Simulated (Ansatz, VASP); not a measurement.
**Si: VASP beside Ansatz**

The input POSCAR:

```
Si
1.0
    3.8319083582      0.0000000000      0.0000000000
   -1.9159541791      3.3185299832      0.0000000000
    0.0000000000      0.0000000000      6.3418199288
Si
4
Direct
    0.3333333333      0.6666666667      0.1056654081
    0.6666666667      0.3333333333      0.5630908785
    0.3333333333      0.6666666667      0.4369091215
    0.6666666667      0.3333333333      0.9369091215
```

Contents of INCAR.step1:

```
SYSTEM = Si
PREC = Accurate
ENCUT = 520
ISMEAR = 0
SIGMA = 0.05
LREAL = .FALSE.
LASPH = .TRUE.
NELM = 60
NBANDS = 16
GGA = PE
ALGO = Normal
EDIFF = 1E-4
LWAVE = .TRUE.
LCHARG = .FALSE.
```

Contents of INCAR.step2:

```
SYSTEM = Si
PREC = Accurate
ENCUT = 520
EDIFF = 1E-7
ISMEAR = 0
SIGMA = 0.05
LREAL = .FALSE.
LASPH = .TRUE.
NELM = 60
ALGO = Normal
ISIF = 2
LWAVE = .FALSE.
LCHARG = .FALSE.
METAGGA = R2SCAN
LMIXTAU = .TRUE.
NBANDS = 16
ISTART = 1
```

The input KPOINTS:

```
Automatic mesh
0
G
  12 12 4
  0 0 0
```

Input for Ansatz:

```yaml
crystal:
  lattice:
    - [3.8319083599, 0.0, 0.0]
    - [-1.91595418, 3.3185299846, 0.0]
    - [0.0, 0.0, 6.3418199217]
  atoms:
    - { symbol: Si, position: [0.3333333333, 0.6666666667, 0.105665408] }
    - { symbol: Si, position: [0.6666666667, 0.3333333333, 0.5630908784] }
    - { symbol: Si, position: [0.3333333333, 0.6666666667, 0.4369091216] }
    - { symbol: Si, position: [0.6666666667, 0.3333333333, 0.9369091216] }
basis:
  ecutwfc: 500
kpoints:
  mp_grid: { grid: [12, 12, 4] }
hamiltonian:
  xc: r2scan
scf:
  occupations: { method: gaussian, width: 0.05 }
output:
  forces: true
  stress: true
  eigenvalues: true
```

Alike in both runs: task single point; functional r2SCAN; k mesh 12 × 12 × 4; occupations gaussian, width 0.05 eV; no spin polarisation.

```csv
,VASP,Ansatz
version,VASP 6.6.1,Ansatz 0.2.0
potentials or method,"VASP PAW PBE potentials, release 64 (Si), cutoff 520 eV","scalar-relativistic, plane waves, PAW"
valence electrons in the cell,16,16
```

Ansatz gave:

```
gap on the k mesh at the Fermi level (eV)                     : none
pressure (GPa)                                                : 1.8
traceless stress, the component that is largest in VASP (GPa) : 8.30
rms of the force components (eV/Å)                            : 2.022
```

Problem. Which values does VASP return?

Solution. gap on the k mesh at the Fermi level (eV): none; pressure (GPa): 1.5; traceless stress, the component that is largest in VASP (GPa): 8.20; rms of the force components (eV/Å): 2.015.

VASP's potentials were made for PBE, not for r2SCAN. Atom by atom the forces differ by 0.009 eV/Å (rms over components). A gap of «none» marks a metal or a gap that the smearing closes.
